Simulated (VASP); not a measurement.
A run of VASP 6.6.1:

The input INCAR:

```
PREC     = Accurate       # precision mode
ENCUT    = 520            # plane-wave cutoff, eV
EDIFF    = 1E-8           # SCF threshold, eV
ISMEAR   = -1             # smearing method
SIGMA    = 0.03           # smearing width, eV
LREAL    = False          # projectors in reciprocal space
LASPH    = True           # aspherical terms in the spheres
NELM     = 60             # most SCF steps
ALGO     = Normal         # electronic algorithm
ISIF     = 2              # what is computed and relaxed
LWAVE    = False          # write WAVECAR
LCHARG   = False          # write CHGCAR
GGA      = PE             # functional
LEFG     = True         
NBANDS   = 7              # bands
```

File KPOINTS:

```
Automatic mesh
0
Gamma
  16 16 16
```

POSCAR

```
Mg
1.0
    0.0000000000      2.2442560000      2.2891411200
    2.2442560000      0.0000000000      2.2891411200
    2.2442560000      2.2442560000      0.0000000000
Mg
1
Direct
    0.0000000000      0.0000000000      0.0000000000
```

Potentials or basis: VASP PAW PBE potentials, release 64 (Mg).

Command:

```sh
$ cat potpaw_PBE.64/Mg/POTCAR > POTCAR
$ mpirun -np 1 vasp_std > vasp.out
```

Hardware: 1 thread of Intel Xeon 8259CL, on a shared host.

Problem. Estimate the wall time of this run.

Solution. It took 53 s on 1 thread of Intel Xeon 8259CL, on a shared host, peak memory 0.18 GiB. Counts: scf iterations 12, k points 349.
